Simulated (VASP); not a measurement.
Crystal: KBr.

```
K Br
1.0
     4.01812   -0.07146   -0.07146
    -0.07146    4.01812   -0.07146
    -0.07146   -0.07146    4.01812
K Br
1 1
Direct
  0.00000 0.00000 0.00000
  0.50000 0.50000 0.50000
```

This cell differs from its parent crystal: epitaxial 111 strain +2.9%.

Base run:

```yaml
Program: VASP 6.6.1
Functional: PBE
Potentials_or_basis: VASP PAW PBE potentials, release 64 (K_sv, Br)
Cutoff: 520 eV
k_mesh: 6 × 6 × 6
Occupations: fermi-dirac, width 0.02 eV
Spin: no spin polarisation
```

Its results: band gap on the k mesh 3.93 eV (least direct gap 4.17 eV); pressure 0.4 GPa.

Question: The run is repeated on the same cell with these changes: functional from PBE to r2SCAN; occupations from fermi-dirac, width 0.02 eV to gaussian, width 0.01 eV. What comes out?

Answer: Band gap on the k mesh 4.67 eV (least direct gap 4.91 eV); pressure -0.5 GPa.

Caveats: the structure was generated, so it needn't be the stable form of KBr; the PAW data sets were made with another functional, which shifts forces and pressure a little (at least some runs).

A k mesh can miss the band edges.
